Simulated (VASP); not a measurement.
# GaP (R-3m) in VASP: single point with PBEsol

Aim: the single point of GaP with PBEsol.

All numbers are computed with VASP 6.6.1; they aren't measurements. Logs are shortened: lines on timing, memory, paths and dates and some standing lists are left out, and cuts for length are marked.

### 1 The cell of the first run

It takes space group R-3m (No. 166, trigonal). Conventional cell: a = 3.830 Å, b = 3.830 Å, c = 19.076 Å, α = 90.00°, β = 90.00°, γ = 120.00°. Within 3.1 Å of Ga (site symmetry 3m) lie 3 P at 2.37 Å and 1 Ga at 2.45 Å. P (site symmetry 3m) has 1 P at 2.21 Å and 3 Ga at 2.37 Å within 2.9 Å.

### 2 Single point, PBEsol

INCAR

```
SYSTEM = GaP
  PREC = Accurate
  ENCUT = 520
  EDIFF = 1E-7
  ISMEAR = 0
  SIGMA = 0.05
  LREAL = .FALSE.
  LASPH = .TRUE.
  NELM = 100
  ALGO = Normal
  ISIF = 2
  LWAVE = .FALSE.
  LCHARG = .FALSE.
  GGA = PS
  NBANDS = 26
```

KPOINTS

```
regular mesh
0
G
  9 9 9
  0 0 0
```

POSCAR

```
GaP
1.0
    1.9148167305      1.1055199548      6.3586297185
   -1.9148167305      1.1055199548      6.3586297185
    0.0000000000     -2.2110399096      6.3586297185
Ga P
2 2
Direct
    0.4357994416      0.4357994416      0.4357994416
    0.5642005584      0.5642005584      0.5642005584
    0.0577965230      0.0577965230      0.0577965230
    0.9422034770      0.9422034770      0.9422034770
```

Potentials or basis: VASP PAW PBE potentials, release 64 (Ga_d, P).

Started as:

```console
$ cat potpaw_PBE.64/Ga_d/POTCAR potpaw_PBE.64/P/POTCAR > POTCAR
$ mpirun -np 1 vasp_std > vasp.out
```

OUTCAR:

```text
SYSTEM = GaP
   PREC = Accurate
   ENCUT = 520
   EDIFF = 1E-7
   ISMEAR = 0
   LREAL = .FALSE.
   LASPH = .TRUE.
   NELM = 100
   ISIF = 2
   GGA = PS

 ion  position               nearest neighbor table
   1  0.436  0.436  0.436-   3 2.37   3 2.37   3 2.37   2 2.45
   2  0.564  0.564  0.564-   4 2.37   4 2.37   4 2.37   1 2.45
   3  0.058  0.058  0.058-   4 2.21   1 2.37   1 2.37   1 2.37
   4  0.942  0.942  0.942-   3 2.21   2 2.37   2 2.37   2 2.37

  LATTYP: Found a trigonal (rhomboedric) cell.
 ALAT       =     6.7320776421
 COS(alpha) =     0.8381971413

  Lattice vectors:

 A1 = (   1.9148167305,   1.1055199548,   6.3586297185)
 A2 = (  -1.9148167305,   1.1055199548,   6.3586297185)
 A3 = (   0.0000000000,  -2.2110399096,   6.3586297185)

Analysis of symmetry for initial positions (statically):
=====================================================================
 Subroutine PRICEL returns:
 Original cell was already a primitive cell.

 Routine SETGRP: Setting up the symmetry group for a
 trigonal (rhombohedral) supercell.

 Subroutine GETGRP returns: Found 12 space group operations
 (whereof 12 operations were pure point group operations)
 out of a pool of 12 trial point group operations.

The static configuration has the point symmetry D_3d.

Analysis of symmetry for dynamics (positions and initial velocities):
=====================================================================
 Subroutine PRICEL returns:
 Original cell was already a primitive cell.

 Routine SETGRP: Setting up the symmetry group for a
 trigonal (rhombohedral) supercell.

 Subroutine GETGRP returns: Found 12 space group operations
 (whereof 12 operations were pure point group operations)
 out of a pool of 12 trial point group operations.

The dynamic configuration has the point symmetry D_3d.

 Subroutine INISYM returns: Found 12 space group operations
 (whereof 12 operations are pure point group operations),
 and found     1 'primitive' translations

----------------------------------------------------------------------------------------

                                     Primitive cell

  volume of cell :      80.7623

  direct lattice vectors                    reciprocal lattice vectors
     1.914816730  1.105519955  6.358629718     0.261121596  0.150758624  0.052422196
    -1.914816730  1.105519955  6.358629718    -0.261121596  0.150758624  0.052422196
     0.000000000 -2.211039910  6.358629718     0.000000000 -0.301517247  0.052422196

  length of vectors
     6.732077642  6.732077642  6.732077642     0.306040417  0.306040417  0.306040417

  position of ions in fractional coordinates (direct lattice)
     0.435799442  0.435799442  0.435799442
     0.564200558  0.564200558  0.564200558
     0.057796523  0.057796523  0.057796523
     0.942203477  0.942203477  0.942203477

  ion indices of the primitive-cell ions
   primitive index   ion index
                 1           1
                 2           2
                 3           3
                 4           4

----------------------------------------------------------------------------------------

 KPOINTS: regular mesh

Automatic generation of k-mesh.
 Grid dimensions read from file:
 generate k-points for:    9    9    9

 Generating k-lattice:

  Cartesian coordinates                     Fractional coordinates (reciprocal lattice)
     0.029013511  0.016750958  0.005824688     0.111111111 -0.000000000  0.000000000
    -0.029013511  0.016750958  0.005824688    -0.000000000  0.111111111  0.000000000
     0.000000000 -0.033501916  0.005824688     0.000000000  0.000000000  0.111111111

  Length of vectors
     0.034004491  0.034004491  0.034004491

  Shift w.r.t. Gamma in fractional coordinates (k-lattice)
     0.000000000  0.000000000  0.000000000

 Subroutine IBZKPT returns following result:
 ===========================================

 Found     85 irreducible k-points:

 Following reciprocal coordinates:
            Coordinates               Weight
  0.000000  0.000000  0.000000      1.000000
  0.111111 -0.000000  0.000000      6.000000
  0.222222  0.000000 -0.000000      6.000000
  0.333333  0.000000 -0.000000      6.000000
  0.444444  0.000000 -0.000000      6.000000
  0.111111  0.111111  0.000000      6.000000
[... 16 lines left out ...]
 -0.333333  0.333333  0.000000      6.000000
  0.444444  0.444444 -0.000000      6.000000
 [... further k-points ...]
   k-points           NKPTS =     85   k-points in BZ     NKDIM =     85   number of bands    NBANDS=     26
   number of dos      NEDOS =    301   number of ions     NIONS =      4
   total plane-waves  NPLWV = 125000
   dimension x,y,z NGX =    50 NGY =   50 NGZ =   50
   dimension x,y,z NGXF=   100 NGYF=  100 NGZF=  100
   ions per type =               2   2
   NGX,Y,Z   is equivalent  to a cutoff of  12.35, 12.35, 12.35 a.u.
   NGXF,Y,Z  is equivalent  to a cutoff of  24.69, 24.69, 24.69 a.u.
 SYSTEM =  GaP
   PREC   = accura    normal or accurate (medium, high low for compatibility)
   ISTART =      0    job   : 0-new  1-cont  2-samecut
   ICHARG =      2    charge: 1-file 2-atom 10-const
   ISPIN  =      1    spin polarized calculation?
   LNONCOLLINEAR =      F non collinear calculations
   LSORBIT =      F    spin-orbit coupling
   LASPH  =      T    aspherical Exc in radial PAW
   ENCUT  =  520.0 eV  38.22 Ry    6.18 a.u.  12.52 12.52 12.52*2*pi/ulx,y,z
   NELM   =    100;   NELMIN=  2; NELMDL= -5     # of ELM steps
   EDIFF  = 0.1E-06   stopping-criterion for ELM
   LREAL  =      F    real-space projection
   EDIFFG = 0.1E-05   stopping-criterion for IOM
   NSW    =      0    number of steps for IOM
   IBRION =     -1    ionic relax: 0-MD 1-quasi-New 2-CG
   NFREE  =      0    steps in history (QN), initial steepest desc. (CG)
   ISIF   =      2    stress and relaxation
   ISYM   =      2    0-nonsym 1-usesym 2-fastsym
   POTIM  = 0.5000    time-step for ionic-motion
   TEBEG  =    0.0;   TEEND  =   0.0 temperature during run
   PSTRESS=    0.0 pullay stress
   NELECT =      36.0000    total number of electrons
   NUPDOWN=      -1.0000    fix difference up-down
   EMIN   =  10.00;   EMAX   =-10.00  energy-range for DOS
   EFERMI =   0.00;   METHOD = LEGACY
   ISMEAR =     0;   SIGMA  =   0.05  broadening in eV -4-tet -1-fermi 0-gaus
   EFERMI_NEDOS =   21; number of points for ismear=-14 and -15
   IALGO  =     38    algorithm
   IMIX   =      4    mixing-type and parameters
     AMIX     =   0.40;   BMIX     =  1.00
     AMIX_MAG =   1.60;   BMIX_MAG =  1.00
  volume/ion in A,a.u.               =      20.19       136.25
  Fermi-wavevector in a.u.,A,eV,Ry     =   1.250565  2.363224 21.278313  1.563912
  Thomas-Fermi vector in A             =   2.384553
   LORBIT       =      0    0 simple, 1 ext, 2 COOP (PROOUT), +10 PAW based schemes
   GGA     = PS    functional components
   LHFCALC =     F    Hartree Fock is set to
   AEXX    =    0.0000 exact exchange contribution
   IVDW    =     0    specifies the selected vdW correction
   LEPSILON=     F    determine dielectric tensor
   LRPA    =     F    only Hartree local field effects (RPA)
 non-spin polarized calculation
 Gauss-broadening in eV      SIGMA  =   0.05
  energy-cutoff  :      520.00
  volume of cell :       80.76
 maximum number of plane-waves:      2193
 NGX is ok and might be reduce to    50
   NGX = 25   NGY = 25   NGZ = 25

 number of electron      36.0000001 magnetization

 Free energy of the ion-electron system (eV)
  ---------------------------------------------------
  ext. energy  EPLUGINS =         0.00000000
  ---------------------------------------------------
  free energy    TOTEN  =       -19.33399506 eV

  energy without entropy =      -19.33399506  energy(sigma->0) =      -19.33399506

 E-fermi :   5.1924     XC(G=0): -10.0388

 val. band max:        4.9253044486   @ k =   0.0000   0.0000   0.0000
 cond. band min:       5.7118214003   @ k =  -0.4444  -0.4444   0.1111
 fundamental gap:      0.7865169517
 Fermi energy:         5.1923805874

 k-point     1 :       0.0000    0.0000    0.0000
  band No.  band energies     occupation
      1      -9.9024      2.00000
      2      -9.7563      2.00000
      3      -9.7563      2.00000
      4      -9.7389      2.00000
      5      -9.7389      2.00000
      6      -9.6802      2.00000
[... 18 lines left out ...]
     25       9.2797      0.00000
     26      12.9272      0.00000

 k-point     2 :       0.1111   -0.0000    0.0000
  band No.  band energies     occupation
      1      -9.8993      2.00000
      2      -9.7750      2.00000
      3      -9.7547      2.00000
      4      -9.7478      2.00000
      5      -9.7330      2.00000
      6      -9.6830      2.00000
[... 18 lines left out ...]
     25       9.7223      0.00000
     26      13.0521      0.00000

 k-point     3 :       0.2222    0.0000   -0.0000
  band No.  band energies     occupation
      1      -9.8926      2.00000
      2      -9.8147      2.00000
      3      -9.7667      2.00000
      4      -9.7518      2.00000
      5      -9.7178      2.00000
      6      -9.6902      2.00000
[... 18 lines left out ...]
     25      10.8302      0.00000
     26      12.1792      0.00000

 k-point     4 :       0.3333    0.0000   -0.0000
  band No.  band energies     occupation
      1      -9.8878      2.00000
      2      -9.8507      2.00000
      3      -9.7834      2.00000
      4      -9.7498      2.00000
      5      -9.7007      2.00000
      6      -9.6988      2.00000
[... 18 lines left out ...]
     25      11.8259      0.00000
     26      12.1055      0.00000

 k-point     5 :       0.4444    0.0000   -0.0000
  band No.  band energies     occupation
      1      -9.8881      2.00000
      2      -9.8691      2.00000
      3      -9.7918      2.00000
      4      -9.7491      2.00000
      5      -9.7045      2.00000
      6      -9.6895      2.00000
[... 18 lines left out ...]
     25      11.7440      0.00000
     26      11.7643      0.00000

 k-point     6 :       0.1111    0.1111    0.0000
  band No.  band energies     occupation
      1      -9.8992      2.00000
      2      -9.7732      2.00000
      3      -9.7555      2.00000
      4      -9.7491      2.00000
      5      -9.7327      2.00000
      6      -9.6830      2.00000
[... 427 lines left out ...]
 k-point    21 :       0.4444    0.3333    0.0000
  band No.  band energies     occupation
      1      -9.8842      2.00000
      2      -9.8387      2.00000
      3      -9.8088      2.00000
      4      -9.7527      2.00000
      5      -9.7098      2.00000
      6      -9.6859      2.00000
[... 18 lines left out ...]
     25      12.8433      0.00000
     26      13.6514      0.00000

 k-point    22 :      -0.4444    0.3333    0.0000
  band No.  band energies     occupation
      1      -9.8779      2.00000
      2      -9.8512      2.00000
      3      -9.8105      2.00000
      4      -9.7473      2.00000
      5      -9.7222      2.00000
      6      -9.6743      2.00000
[... 18 lines left out ...]
     25      12.7192      0.00000
     26      13.4869      0.00000

 k-point    23 :      -0.3333    0.3333    0.0000
  band No.  band energies     occupation
      1      -9.8775      2.00000
      2      -9.8573      2.00000
      3      -9.8075      2.00000
      4      -9.7369      2.00000
      5      -9.7353      2.00000
      6      -9.6636      2.00000
[... 18 lines left out ...]
     25      12.4108      0.00000
     26      12.6385      0.00000

 k-point    24 :       0.4444    0.4444   -0.0000
  band No.  band energies     occupation
      1      -9.8872      2.00000
      2      -9.8360      2.00000
      3      -9.8171      2.00000
      4      -9.7550      2.00000
      5      -9.7047      2.00000
      6      -9.6881      2.00000
[... 18 lines left out ...]
     25      13.7483      0.00000
     26      14.6907      0.00000

 [... further k-points ...]

------------------------ aborting loop because EDIFF is reached ----------------------------------------

  FORCE on cell =-STRESS in cart. coord.  units (eV):
  Direction    XX          YY          ZZ          XY          YZ          ZX
  --------------------------------------------------------------------------------------
  -------------------------------------------------------------------------------------
  Total       -0.0151058     -0.0151058     -0.0393018      0.0000000      0.0000000      0.0000000
  in kB       -0.2996719     -0.2996719     -0.7796772      0.0000000      0.0000000      0.0000000
  external PRESSURE =      -0.4596737 kB  Pullay stress =       0.0000000 kB

 VOLUME and BASIS-vectors are now :
 -----------------------------------------------------------------------------
  energy-cutoff  :      520.00
  volume of cell :       80.76
      direct lattice vectors                 reciprocal lattice vectors
     1.914816730  1.105519955  6.358629718     0.261121596  0.150758624  0.052422196
    -1.914816730  1.105519955  6.358629718    -0.261121596  0.150758624  0.052422196
     0.000000000 -2.211039910  6.358629718     0.000000000 -0.301517247  0.052422196

 POSITION                                       TOTAL-FORCE (eV/Angst)
 -----------------------------------------------------------------------------------
      0.00000      0.00000      8.31326         0.000000      0.000000      0.002073
      0.00000      0.00000     10.76263         0.000000      0.000000     -0.002073
      0.00000      0.00000      1.10252         0.000000     -0.000000     -0.009700
      0.00000      0.00000     17.97337         0.000000      0.000000      0.009700
 -----------------------------------------------------------------------------------
    total drift:                               -0.000000      0.000000      0.000000

  FREE ENERGIE OF THE ION-ELECTRON SYSTEM (eV)
  ---------------------------------------------------
  free  energy   TOTEN  =       -19.3339950623 eV

  energy  without entropy=      -19.3339950623  energy(sigma->0) =      -19.33399506
```

It used 930 s of CPU time on 1 thread of AMD EPYC 7R13 Processor (Zen 3), with other jobs on the host.

Results:

```yaml
Free_energy: -19.3340 eV
Pressure: 0.0 GPa
Largest_force: 0.010 eV/Å
Band_gap_on_the_k_mesh: 0.79 eV, indirect (least direct gap 1.15 eV)
```

Forces on the atoms (eV/Å):
```
Ga   0.000  0.000  0.002
Ga   0.000  0.000 -0.002
P    0.000  0.000 -0.010
P    0.000  0.000  0.010
```

Caveat: the PAW data sets were made with another functional, which shifts forces and pressure a little. A k mesh can miss the band edges.
